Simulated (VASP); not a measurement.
# Ge in VASP: single point with PBE+D3(BJ)

Aim: the single point of Ge with PBE+D3(BJ).

Everything below comes from runs of VASP 6.6.1. Logs are shortened: lines on timing, memory, paths and dates and some standing lists are left out, and cuts for length are marked.

## Step 1: The cell of the first run

The cell holds a slab with vacuum, 4 atoms: a = 4.023 Å, b = 4.023 Å, c = 18.869 Å, α = 90.00°, β = 90.00°, γ = 120.00°.

## Step 2: Single point, PBE+D3(BJ) (layers slid over each other)

File INCAR:

```
SYSTEM = Ge
  PREC = Accurate
  ENCUT = 520
  EDIFF = 1E-7
  ISMEAR = 0
  SIGMA = 0.1
  LREAL = .FALSE.
  LASPH = .TRUE.
  NELM = 80
  ALGO = Normal
  ISIF = 2
  LWAVE = .FALSE.
  LCHARG = .FALSE.
  LDIPOL = .TRUE.
  IDIPOL = 3
  DIPOL = 0.5 0.5 0.377
  GGA = PE
  IVDW = 12
  NBANDS = 36
```

File KPOINTS:

```
Automatic mesh
0
G
  9 9 1
  0 0 0
```

File POSCAR:

```
Ge
1.0
    4.0226895311      0.0000000000      0.0000000000
   -2.0113447656      3.4837513255      0.0000000000
    0.0000000000      0.0000000000     18.8685220517
Ge
4
Direct
    0.3333333333      0.6666666667      0.2747571332
    0.6666666667      0.3333333333      0.2384924472
    1.0000000000      1.0000000000      0.5150653573
    0.6666666667      1.3333333333      0.4788006714
```

Potentials or basis: VASP PAW PBE potentials, release 64 (Ge_d).

Command:

```sh
$ cat potpaw_PBE.64/Ge_d/POTCAR > POTCAR
$ mpirun -np 1 vasp_std > vasp.out
```

OUTCAR:

```text
SYSTEM = Ge
   PREC = Accurate
   ENCUT = 520
   EDIFF = 1E-7
   ISMEAR = 0
   LREAL = .FALSE.
   LASPH = .TRUE.
   NELM = 80
   ISIF = 2
   GGA = PE
   IVDW = 12
 IVDW          = 12

 ion  position               nearest neighbor table
   1  0.333  0.667  0.275-   2 2.42   2 2.42   2 2.42
   2  0.667  0.333  0.238-   1 2.42   1 2.42   1 2.42
   3  0.000  0.000  0.515-   4 2.42   4 2.42   4 2.42
   4  0.667  0.333  0.479-   3 2.42   3 2.42   3 2.42

  LATTYP: Found a hexagonal cell.
 ALAT       =     4.0226895311
 C/A-ratio  =     4.6905240650

  Lattice vectors:

 A1 = (   4.0226895311,   0.0000000000,   0.0000000000)
 A2 = (  -2.0113447656,   3.4837513255,   0.0000000000)
 A3 = (   0.0000000000,   0.0000000000,  18.8685220517)

Analysis of symmetry for initial positions (statically):
=====================================================================
 Subroutine PRICEL returns:
 Original cell was already a primitive cell.

 Routine SETGRP: Setting up the symmetry group for a
 hexagonal supercell.

 Subroutine GETGRP returns: Found  6 space group operations
 (whereof  6 operations were pure point group operations)
 out of a pool of 24 trial point group operations.

The static configuration has the point symmetry C_3v.

Analysis of symmetry for dynamics (positions and initial velocities):
=====================================================================
 Subroutine PRICEL returns:
 Original cell was already a primitive cell.

 Routine SETGRP: Setting up the symmetry group for a
 hexagonal supercell.

 Subroutine GETGRP returns: Found  6 space group operations
 (whereof  6 operations were pure point group operations)
 out of a pool of 24 trial point group operations.

The dynamic configuration has the point symmetry C_3v.

 Subroutine INISYM returns: Found  6 space group operations
 (whereof  6 operations are pure point group operations),
 and found     1 'primitive' translations

----------------------------------------------------------------------------------------

                                     Primitive cell

  volume of cell :     264.4244

  direct lattice vectors                    reciprocal lattice vectors
     4.022689531  0.000000000  0.000000000     0.248589903  0.143523447  0.000000000
    -2.011344766  3.483751326  0.000000000     0.000000000  0.287046895  0.000000000
     0.000000000  0.000000000 18.868522052     0.000000000  0.000000000  0.052998322

  length of vectors
     4.022689531  4.022689531 18.868522052     0.287046895  0.287046895  0.052998322

  position of ions in fractional coordinates (direct lattice)
     0.333333333  0.666666667  0.274757133
     0.666666667  0.333333333  0.238492447
     0.000000000  0.000000000  0.515065357
     0.666666667  0.333333333  0.478800671

  ion indices of the primitive-cell ions
   primitive index   ion index
                 1           1
                 2           2
                 3           3
                 4           4

----------------------------------------------------------------------------------------

 KPOINTS: Automatic mesh

Automatic generation of k-mesh.
 Grid dimensions read from file:
 generate k-points for:    9    9    1

 Generating k-lattice:

  Cartesian coordinates                     Fractional coordinates (reciprocal lattice)
     0.027621100  0.015947050  0.000000000     0.111111111 -0.000000000  0.000000000
     0.000000000  0.031894099  0.000000000     0.000000000  0.111111111  0.000000000
     0.000000000  0.000000000  0.052998322     0.000000000  0.000000000  1.000000000

  Length of vectors
     0.031894099  0.031894099  0.052998322

  Shift w.r.t. Gamma in fractional coordinates (k-lattice)
     0.000000000  0.000000000  0.000000000

 Subroutine IBZKPT returns following result:
 ===========================================

 Found     12 irreducible k-points:

 Following reciprocal coordinates:
            Coordinates               Weight
  0.000000  0.000000  0.000000      1.000000
  0.111111  0.000000  0.000000      6.000000
  0.222222 -0.000000  0.000000      6.000000
  0.333333  0.000000  0.000000      6.000000
  0.444444 -0.000000  0.000000      6.000000
  0.111111  0.111111  0.000000      6.000000
  0.222222  0.111111  0.000000     12.000000
  0.333333  0.111111  0.000000     12.000000
  0.444444  0.111111  0.000000      6.000000
  0.222222  0.222222  0.000000      6.000000
  0.333333  0.222222  0.000000     12.000000
  0.333333  0.333333  0.000000      2.000000
   k-points           NKPTS =     12   k-points in BZ     NKDIM =     12   number of bands    NBANDS=     36
   number of dos      NEDOS =    301   number of ions     NIONS =      4
   total plane-waves  NPLWV = 126000
   dimension x,y,z NGX =    30 NGY =   30 NGZ =  140
   dimension x,y,z NGXF=    60 NGYF=   60 NGZF=  280
   ions per type =               4
   NGX,Y,Z   is equivalent  to a cutoff of  12.40, 12.40, 12.34 a.u.
   NGXF,Y,Z  is equivalent  to a cutoff of  24.80, 24.80, 24.67 a.u.
 SYSTEM =  Ge
   PREC   = accura    normal or accurate (medium, high low for compatibility)
   ISTART =      0    job   : 0-new  1-cont  2-samecut
   ICHARG =      2    charge: 1-file 2-atom 10-const
   ISPIN  =      1    spin polarized calculation?
   LNONCOLLINEAR =      F non collinear calculations
   LSORBIT =      F    spin-orbit coupling
   LASPH  =      T    aspherical Exc in radial PAW
   ENCUT  =  520.0 eV  38.22 Ry    6.18 a.u.   7.48  7.48 35.08*2*pi/ulx,y,z
   NELM   =     80;   NELMIN=  2; NELMDL= -5     # of ELM steps
   EDIFF  = 0.1E-06   stopping-criterion for ELM
   LREAL  =      F    real-space projection
   EDIFFG = 0.1E-05   stopping-criterion for IOM
   NSW    =      0    number of steps for IOM
   IBRION =     -1    ionic relax: 0-MD 1-quasi-New 2-CG
   NFREE  =      0    steps in history (QN), initial steepest desc. (CG)
   ISIF   =      2    stress and relaxation
   ISYM   =      2    0-nonsym 1-usesym 2-fastsym
   POTIM  = 0.5000    time-step for ionic-motion
   TEBEG  =    0.0;   TEEND  =   0.0 temperature during run
   PSTRESS=    0.0 pullay stress
   NELECT =      56.0000    total number of electrons
   NUPDOWN=      -1.0000    fix difference up-down
   EMIN   =  10.00;   EMAX   =-10.00  energy-range for DOS
   EFERMI =   0.00;   METHOD = LEGACY
   ISMEAR =     0;   SIGMA  =   0.10  broadening in eV -4-tet -1-fermi 0-gaus
   EFERMI_NEDOS =   21; number of points for ismear=-14 and -15
   IALGO  =     38    algorithm
   IMIX   =      4    mixing-type and parameters
     AMIX     =   0.40;   BMIX     =  1.00
     AMIX_MAG =   1.60;   BMIX_MAG =  1.00
  volume/ion in A,a.u.               =      66.11       446.11
  Fermi-wavevector in a.u.,A,eV,Ry     =   0.975821  1.844035 12.955840  0.952227
  Thomas-Fermi vector in A             =   2.106391
   LORBIT       =      0    0 simple, 1 ext, 2 COOP (PROOUT), +10 PAW based schemes
   GGA     = PE    functional components
   LHFCALC =     F    Hartree Fock is set to
   AEXX    =    0.0000 exact exchange contribution
   IVDW    =    12    specifies the selected vdW correction
   LEPSILON=     F    determine dielectric tensor
   LRPA    =     F    only Hartree local field effects (RPA)
 non-spin polarized calculation
 Gauss-broadening in eV      SIGMA  =   0.10
  energy-cutoff  :      520.00
  volume of cell :      264.42
 maximum number of plane-waves:      7165
 NGX is ok and might be reduce to    30
   NGX = 15   NGY = 15   NGZ = 71

 dipolmoment           0.000000      0.000000     -0.000004 electrons x Angstroem

 number of electron      56.0000004 magnetization

 dipolmoment           0.000000      0.000000      0.006213 electrons x Angstroem

 Free energy of the ion-electron system (eV)
  ---------------------------------------------------
  ext. energy  EPLUGINS =         0.00000000
  ---------------------------------------------------
  free energy    TOTEN  =       -16.20145237 eV

  energy without entropy =      -16.19904568  energy(sigma->0) =      -16.20024902

 E-fermi :  -1.3631     XC(G=0):  -4.4064

 val. band max:       -1.4014121959   @ k =   0.3333   0.3333   0.0000
 cond. band min:      -1.3248870546   @ k =   0.3333   0.3333   0.0000
 fundamental gap:      0.0765251413
 Fermi energy:        -1.3631495934

 k-point     1 :       0.0000    0.0000    0.0000
  band No.  band energies     occupation
      1     -25.8828      2.00000
      2     -25.8828      2.00000
      3     -25.8323      2.00000
      4     -25.8323      2.00000
      5     -25.8311      2.00000
      6     -25.8266      2.00000
[... 28 lines left out ...]
     35       2.6069      0.00000
     36       2.6069      0.00000

 k-point     2 :       0.1111    0.0000    0.0000
  band No.  band energies     occupation
      1     -25.8893      2.00000
      2     -25.8875      2.00000
      3     -25.8447      2.00000
      4     -25.8330      2.00000
      5     -25.8312      2.00000
      6     -25.8256      2.00000
[... 28 lines left out ...]
     35       3.0178      0.00000
     36       3.1237      0.00000

 k-point     3 :       0.2222   -0.0000    0.0000
  band No.  band energies     occupation
      1     -25.8989      2.00000
      2     -25.8953      2.00000
      3     -25.8573      2.00000
      4     -25.8426      2.00000
      5     -25.8389      2.00000
      6     -25.8128      2.00000
[... 28 lines left out ...]
     35       3.7230      0.00000
     36       4.1133      0.00000

 k-point     4 :       0.3333    0.0000    0.0000
  band No.  band energies     occupation
      1     -25.9024      2.00000
      2     -25.9006      2.00000
      3     -25.8707      2.00000
      4     -25.8461      2.00000
      5     -25.8441      2.00000
      6     -25.8148      2.00000
[... 28 lines left out ...]
     35       4.5388      0.00000
     36       5.0246      0.00000

 k-point     5 :       0.4444   -0.0000    0.0000
  band No.  band energies     occupation
      1     -25.9029      2.00000
      2     -25.8988      2.00000
      3     -25.8827      2.00000
      4     -25.8463      2.00000
      5     -25.8427      2.00000
      6     -25.8266      2.00000
[... 28 lines left out ...]
     35       5.2322      0.00000
     36       5.2325      0.00000

 k-point     6 :       0.1111    0.1111    0.0000
  band No.  band energies     occupation
      1     -25.8955      2.00000
      2     -25.8951      2.00000
      3     -25.8532      2.00000
      4     -25.8391      2.00000
      5     -25.8388      2.00000
      6     -25.8195      2.00000
[... 28 lines left out ...]
     35       3.3606      0.00000
     36       3.6668      0.00000

 k-point     7 :       0.2222    0.1111    0.0000
  band No.  band energies     occupation
      1     -25.9050      2.00000
      2     -25.8983      2.00000
      3     -25.8656      2.00000
      4     -25.8485      2.00000
      5     -25.8420      2.00000
      6     -25.8105      2.00000
[... 28 lines left out ...]
     35       3.9043      0.00000
     36       4.0366      0.00000

 k-point     8 :       0.3333    0.1111    0.0000
  band No.  band energies     occupation
      1     -25.9106      2.00000
      2     -25.8969      2.00000
      3     -25.8782      2.00000
      4     -25.8540      2.00000
      5     -25.8408      2.00000
      6     -25.8222      2.00000
[... 28 lines left out ...]
     35       4.5191      0.00000
     36       4.8223      0.00000

 k-point     9 :       0.4444    0.1111    0.0000
  band No.  band energies     occupation
      1     -25.9121      2.00000
      2     -25.8935      2.00000
      3     -25.8857      2.00000
      4     -25.8555      2.00000
      5     -25.8377      2.00000
      6     -25.8292      2.00000
[... 28 lines left out ...]
     35       4.8646      0.00000
     36       5.0882      0.00000

 k-point    10 :       0.2222    0.2222    0.0000
  band No.  band energies     occupation
      1     -25.9151      2.00000
      2     -25.8964      2.00000
      3     -25.8764      2.00000
      4     -25.8585      2.00000
      5     -25.8403      2.00000
      6     -25.8203      2.00000
[... 28 lines left out ...]
     35       3.8461      0.00000
     36       4.2155      0.00000

 k-point    11 :       0.3333    0.2222    0.0000
  band No.  band energies     occupation
      1     -25.9217      2.00000
      2     -25.8926      2.00000
      3     -25.8848      2.00000
      4     -25.8650      2.00000
      5     -25.8369      2.00000
      6     -25.8283      2.00000
[... 28 lines left out ...]
     35       4.4155      0.00000
     36       5.2683      0.00000

 k-point    12 :       0.3333    0.3333    0.0000
  band No.  band energies     occupation
      1     -25.9265      2.00000
      2     -25.8903      2.00000
      3     -25.8878      2.00000
      4     -25.8699      2.00000
      5     -25.8354      2.00000
      6     -25.8306      2.00000
[... 28 lines left out ...]
     35       5.0249      0.00000
     36       5.0416      0.00000

------------------------ aborting loop because EDIFF is reached ----------------------------------------

 vacuum level on the upper side and lower side of the slab       (xc-potential included)        -0.054        -0.123

 Edisp (eV)   -0.80599

 E8    (eV) :    -0.3703

  FORCE on cell =-STRESS in cart. coord.  units (eV):
  Direction    XX          YY          ZZ          XY          YZ          ZX
  --------------------------------------------------------------------------------------
  -------------------------------------------------------------------------------------
  Total      -0.19073    -0.19073    -0.82961     0.00000    -0.00000    -0.00000
  in kB      -1.15564    -1.15564    -5.02671     0.00000    -0.00000    -0.00000
  external pressure =       -2.45 kB  Pullay stress =        0.00 kB

 VOLUME and BASIS-vectors are now :
 -----------------------------------------------------------------------------
  energy-cutoff  :      520.00
  volume of cell :      264.42
      direct lattice vectors                 reciprocal lattice vectors
     4.022689531  0.000000000  0.000000000     0.248589903  0.143523447  0.000000000
    -2.011344766  3.483751326  0.000000000     0.000000000  0.287046895  0.000000000
     0.000000000  0.000000000 18.868522052     0.000000000  0.000000000  0.052998322

 POSITION                                       TOTAL-FORCE (eV/Angst)
 -----------------------------------------------------------------------------------
     -0.00000      2.32250      5.18426         0.000000     -0.000000      0.149567
      2.01134      1.16125      4.50000        -0.000000     -0.000000      0.042758
      0.00000      0.00000      9.71852        -0.000000     -0.000000     -0.010414
      2.01134      1.16125      9.03426        -0.000000      0.000000     -0.181911
 -----------------------------------------------------------------------------------
    total drift:                               -0.000000     -0.000000      0.000189

  FREE ENERGIE OF THE ION-ELECTRON SYSTEM (eV)
  ---------------------------------------------------
  free  energy   TOTEN  =       -17.0074388901 eV

  energy  without entropy=      -17.0050322005  energy(sigma->0) =      -17.00623555

 vacuum level on the upper side and lower side of the slab         3.086         3.017
```

Wall time 4.3 min (1 thread of Intel Xeon Platinum 8259CL at 2.50GHz (Skylake/Cascade Lake), shared host); peak memory 0.38 GiB.

What came out:

| Item | Value |
| --- | --- |
| Free energy | -17.0074 eV |
| Largest force | 0.182 eV/Å |
| Band gap on the k mesh | 0.08 eV |
| Dispersion energy per atom | -0.201 eV |

Forces in eV/Å, atoms in the order of the input:
```
Ge   0.000  0.000  0.150
Ge   0.000  0.000  0.043
Ge   0.000  0.000 -0.010
Ge   0.000  0.000 -0.182
```

Caveat: the cell differs from its parent crystal (layers slid over each other).
